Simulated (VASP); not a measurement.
# Ni3O (Pm-3n) in VASP: single point with PBE

Aim: the single point of Ni3O with PBE.

Program: VASP 6.6.1. These are calculated values, not measurements. Logs are shortened: lines on timing, memory, paths and dates and some standing lists are left out, and cuts for length are marked.

## Step 1: The cell of the first run

It takes space group Pm-3n (No. 223, cubic). The conventional cell has a = 4.389 Å, b = 4.389 Å, c = 4.389 Å, α = 90.00°, β = 90.00°, γ = 90.00°. Ni (site symmetry -4m2) has 10 Ni at 2.19 to 2.69 Å and 4 O at 2.45 Å within 2.9 Å. O (site symmetry m-3) has 12 Ni at 2.45 Å within 3.2 Å.

The cell was built from a structure type or drawn by symmetry, and may not be a known phase.

## Step 2: Single point, PBE, collinear spin, ferromagnetic start

Input file INCAR:

```
SYSTEM = Ni3O
ALGO = Normal
EDIFF = 1E-7
ENCUT = 520
GGA = PE
ISIF = 2
ISMEAR = 0
ISPIN = 2
LASPH = .TRUE.
LCHARG = .FALSE.
LMAXMIX = 4
LORBIT = 11
LREAL = .FALSE.
LWAVE = .FALSE.
MAGMOM = 2 2 2 2 2 2 0 0
NBANDS = 50
NELM = 150
PREC = Accurate
SIGMA = 0.1
```

Input file KPOINTS:

```
k-points
0
G
  4 4 4
  0 0 0
```

Input file POSCAR:

```
Ni3O
1.0
    4.3889383400      0.0000000000      0.0000000000
    0.0000000000      4.3889383400      0.0000000000
    0.0000000000      0.0000000000      4.3889383400
Ni O
6 2
Direct
    0.2500000000      0.0000000000      0.5000000000
    0.5000000000      0.7500000000      0.0000000000
    0.7500000000      0.0000000000      0.5000000000
    0.5000000000      0.2500000000      0.0000000000
    0.0000000000      0.5000000000      0.7500000000
    0.0000000000      0.5000000000      0.2500000000
    0.0000000000      0.0000000000      0.0000000000
    0.5000000000      0.5000000000      0.5000000000
```

Potentials or basis: VASP PAW PBE potentials, release 64 (Ni, O).

Launch:

```
$ cat potpaw_PBE.64/Ni/POTCAR potpaw_PBE.64/O/POTCAR > POTCAR
$ mpirun -np 1 vasp_std > vasp.out
```

OUTCAR:

```text
SYSTEM = Ni3O
   EDIFF = 1E-7
   ENCUT = 520
   GGA = PE
   ISIF = 2
   ISMEAR = 0
   ISPIN = 2
   LASPH = .TRUE.
   LORBIT = 11
   LREAL = .FALSE.
   NELM = 150
   PREC = Accurate

 ion  position               nearest neighbor table
   1  0.250  0.000  0.500-   3 2.19   3 2.19   8 2.45   7 2.45   8 2.45   7 2.45   4 2.69   2 2.69
                             4 2.69   5 2.69   5 2.69   6 2.69   6 2.69   2 2.69
   2  0.500  0.750  0.000-   4 2.19   4 2.19   8 2.45   8 2.45   7 2.45   7 2.45   1 2.69   1 2.69
                             3 2.69   5 2.69   6 2.69   5 2.69   6 2.69   3 2.69
   3  0.750  0.000  0.500-   1 2.19   1 2.19   8 2.45   7 2.45   8 2.45   7 2.45   4 2.69   2 2.69
                             4 2.69   5 2.69   5 2.69   6 2.69   6 2.69   2 2.69
   4  0.500  0.250  0.000-   2 2.19   2 2.19   8 2.45   8 2.45   7 2.45   7 2.45   3 2.69   1 2.69
                             3 2.69   5 2.69   6 2.69   5 2.69   6 2.69   1 2.69
   5  0.000  0.500  0.750-   6 2.19   6 2.19   8 2.45   7 2.45   7 2.45   8 2.45   3 2.69   4 2.69
                             1 2.69   3 2.69   1 2.69   2 2.69   4 2.69   2 2.69
   6  0.000  0.500  0.250-   5 2.19   5 2.19   8 2.45   7 2.45   7 2.45   8 2.45   3 2.69   4 2.69
                             1 2.69   3 2.69   1 2.69   2 2.69   4 2.69   2 2.69
   7  0.000  0.000  0.000-   1 2.45   2 2.45   3 2.45   4 2.45   5 2.45   6 2.45   1 2.45   3 2.45
                             5 2.45   6 2.45   2 2.45   4 2.45
   8  0.500  0.500  0.500-   1 2.45   2 2.45   3 2.45   4 2.45   5 2.45   6 2.45   2 2.45   4 2.45
                             1 2.45   3 2.45   5 2.45   6 2.45

  LATTYP: Found a simple cubic cell.
 ALAT       =     4.3889383400

  Lattice vectors:

 A1 = (   4.3889383400,   0.0000000000,   0.0000000000)
 A2 = (   0.0000000000,   4.3889383400,   0.0000000000)
 A3 = (   0.0000000000,   0.0000000000,   4.3889383400)

Analysis of symmetry for initial positions (statically):
=====================================================================
 Subroutine PRICEL returns:
 Original cell was already a primitive cell.

 Routine SETGRP: Setting up the symmetry group for a
 simple cubic supercell.

 Subroutine GETGRP returns: Found 48 space group operations
 (whereof 24 operations were pure point group operations)
 out of a pool of 48 trial point group operations.

The static configuration has the point symmetry T_h .
 The point group associated with its full space group is O_h .

Analysis of symmetry for dynamics (positions and initial velocities):
=====================================================================
 Subroutine PRICEL returns:
 Original cell was already a primitive cell.

 Routine SETGRP: Setting up the symmetry group for a
 simple cubic supercell.

 Subroutine GETGRP returns: Found 48 space group operations
 (whereof 24 operations were pure point group operations)
 out of a pool of 48 trial point group operations.

The dynamic configuration has the point symmetry T_h .
 The point group associated with its full space group is O_h .
[... 166 lines left out ...]
 fundamental gap:      0.0122108875
 Fermi energy:         7.9540248806

 spin component 1

 k-point     1 :       0.0000    0.0000    0.0000
  band No.  band energies     occupation
      1     -10.7079      1.00000
      2     -10.3748      1.00000
      3       2.2582      1.00000
      4       2.3849      1.00000
      5       2.3849      1.00000
      6       2.3849      1.00000
[... 499 lines left out ...]
     47      21.7309      0.00000
     48      21.7309      0.00000
 Fermi energy:         7.9540248806

 spin component 2

 k-point     1 :       0.0000    0.0000    0.0000
  band No.  band energies     occupation
      1     -10.2910      1.00000
      2      -9.9255      1.00000
      3       2.4082      1.00000
      4       2.7202      1.00000
      5       2.7202      1.00000
      6       2.7202      1.00000
[... 499 lines left out ...]
     47      21.8743      0.00000
     48      21.8743      0.00000
 [bands above 48 left out]

------------------------ aborting loop because EDIFF is reached ----------------------------------------

  FORCE on cell =-STRESS in cart. coord.  units (eV):
  Direction    XX          YY          ZZ          XY          YZ          ZX
  --------------------------------------------------------------------------------------
  -------------------------------------------------------------------------------------
  Total        1.3824776      1.3824776      1.3824776      0.0000000      0.0000000     -0.0000000
  in kB       26.1993336     26.1993336     26.1993336      0.0000000      0.0000000     -0.0000000
  external PRESSURE =      26.1993336 kB  Pullay stress =       0.0000000 kB

 VOLUME and BASIS-vectors are now :
 -----------------------------------------------------------------------------
  energy-cutoff  :      520.00
  volume of cell :       84.54
      direct lattice vectors                 reciprocal lattice vectors
     4.388938340  0.000000000  0.000000000     0.227845534  0.000000000  0.000000000
     0.000000000  4.388938340  0.000000000     0.000000000  0.227845534  0.000000000
     0.000000000  0.000000000  4.388938340     0.000000000  0.000000000  0.227845534

 POSITION                                       TOTAL-FORCE (eV/Angst)
 -----------------------------------------------------------------------------------
      1.09723      0.00000      2.19447         0.000000      0.000000      0.000000
      2.19447      3.29170      0.00000        -0.000000     -0.000000      0.000000
      3.29170      0.00000      2.19447        -0.000000     -0.000000     -0.000000
      2.19447      1.09723      0.00000         0.000000     -0.000000      0.000000
      0.00000      2.19447      3.29170        -0.000000      0.000000     -0.000000
      0.00000      2.19447      1.09723         0.000000      0.000000      0.000000
      0.00000      0.00000      0.00000        -0.000000     -0.000000     -0.000000
      2.19447      2.19447      2.19447        -0.000000     -0.000000     -0.000000
 -----------------------------------------------------------------------------------
    total drift:                                0.000000      0.000000     -0.000000

  FREE ENERGIE OF THE ION-ELECTRON SYSTEM (eV)
  ---------------------------------------------------
  free  energy   TOTEN  =       -38.5261463793 eV

  energy  without entropy=      -38.4397851940  energy(sigma->0) =      -38.48296579

 total charge

# of ion       s       p       d       tot
------------------------------------------
    1        0.436   0.383   8.351   9.169
    2        0.436   0.383   8.351   9.169
    3        0.436   0.383   8.351   9.169
    4        0.436   0.383   8.351   9.169
    5        0.436   0.383   8.351   9.169
    6        0.436   0.383   8.351   9.169
    7        1.634   3.143   0.000   4.777
    8        1.634   3.143   0.000   4.777
--------------------------------------------------
tot          5.885   8.582  50.104  64.571

 magnetization (x)

# of ion       s       p       d       tot
------------------------------------------
    1       -0.006  -0.019   0.925   0.900
    2       -0.006  -0.019   0.925   0.900
    3       -0.006  -0.019   0.925   0.900
    4       -0.006  -0.019   0.925   0.900
    5       -0.006  -0.019   0.925   0.900
    6       -0.006  -0.019   0.925   0.900
    7        0.001   0.249   0.000   0.250
    8        0.001   0.249   0.000   0.250
--------------------------------------------------
tot         -0.037   0.386   5.549   5.898
```

OSZICAR:

```text
N       E                     dE             d eps       ncg     rms          rms(c)
DAV:   1     0.602883202637E+03    0.60288E+03   -0.31763E+04  2000   0.201E+03
DAV:   2     0.375881171714E+02   -0.56530E+03   -0.53245E+03  2008   0.414E+02
DAV:   3    -0.418380107791E+02   -0.79426E+02   -0.69300E+02  2210   0.162E+02
DAV:   4    -0.466022917495E+02   -0.47643E+01   -0.46496E+01  2130   0.417E+01
DAV:   5    -0.466686487012E+02   -0.66357E-01   -0.66304E-01  2310   0.452E+00    0.285E+01
DAV:   6    -0.619466347042E+02   -0.15278E+02   -0.83952E+01  2520   0.125E+02    0.544E+01
DAV:   7    -0.381937938232E+02    0.23753E+02   -0.70981E+01  2416   0.738E+01    0.810E+00
DAV:   8    -0.385713314923E+02   -0.37754E+00   -0.48080E+00  2066   0.126E+01    0.378E+00
DAV:   9    -0.385511327776E+02    0.20199E-01   -0.26478E-01  2954   0.392E+00    0.188E+00
DAV:  10    -0.385335851292E+02    0.17548E-01   -0.61273E-02  2098   0.207E+00    0.117E+00
DAV:  11    -0.385258776701E+02    0.77075E-02   -0.32657E-02  2722   0.132E+00    0.390E-01
DAV:  12    -0.385261819070E+02   -0.30424E-03   -0.51704E-03  2146   0.688E-01    0.192E-01
DAV:  13    -0.385261535094E+02    0.28398E-04   -0.85511E-04  2340   0.312E-01    0.103E-01
DAV:  14    -0.385261406603E+02    0.12849E-04   -0.14796E-04  2352   0.120E-01    0.455E-02
DAV:  15    -0.385261456831E+02   -0.50228E-05   -0.27495E-05  2750   0.405E-02    0.216E-02
DAV:  16    -0.385261458610E+02   -0.17787E-06   -0.13410E-05  2212   0.289E-02    0.104E-02
DAV:  17    -0.385261464403E+02   -0.57932E-06   -0.16635E-06  2530   0.127E-02    0.642E-03
DAV:  18    -0.385261463793E+02    0.61036E-07   -0.28904E-07  1422   0.450E-03
   1 F= -.38526146E+02 E0= -.38482966E+02  d E =-.863612E-01  mag=     5.8776
```

Wall time 74 s (1 thread of AMD EPYC 9R45 (Zen 5), shared host); peak memory 0.23 GiB.

What came out:

| Quantity | Value |
| --- | --- |
| Free energy | -38.5261 eV |
| Pressure | 2.6 GPa |
| Net moment | 5.88 μB per cell |
| Site moments | Ni +0.90; O +0.25 μB |
| Valence electrons inside the program's atomic spheres | Ni 9.17; O 4.78 |

Levels at points of the mesh, in eV from the Fermi level:
Spin up:
```tsv
k point	band 35	band 36	band 37	band 38	band 39	band 40	band 41	band 42	band 43	band 44
(0.00, 0.00, 0.00)	-0.84	-0.84	-0.51	-0.51	-0.51	1.27	1.27	4.94	4.94	4.94
(0.50, 0.00, 0.00)	-0.73	-0.73	-0.56	-0.56	-0.03	-0.03	2.74	2.74	4.61	4.61
(0.50, 0.50, 0.00)	-0.70	-0.70	-0.63	-0.63	-0.55	-0.39	1.77	2.22	4.85	5.29
(0.50, 0.50, 0.50)	-1.11	-1.11	-1.11	-1.11	2.71	2.71	2.71	2.71	2.71	2.71
```
Spin down:
```tsv
k point	band 29	band 30	band 31	band 32	band 33	band 34	band 35	band 36	band 37	band 38
(0.00, 0.00, 0.00)	0.01	0.01	0.07	0.07	0.07	0.08	0.08	0.08	0.52	0.52
(0.50, 0.00, 0.00)	-0.28	-0.28	0.11	0.11	0.14	0.14	0.25	0.25	0.52	0.52
(0.50, 0.50, 0.00)	-0.52	-0.46	-0.15	-0.15	-0.12	-0.12	0.08	0.11	0.25	0.25
(0.50, 0.50, 0.50)	-0.53	-0.53	-0.53	-0.53	-0.16	-0.16	-0.16	-0.16	-0.16	-0.16
```

With open d or f shells a metallic result of PBE can be an artefact of self-interaction; +U or a hybrid may open a gap.
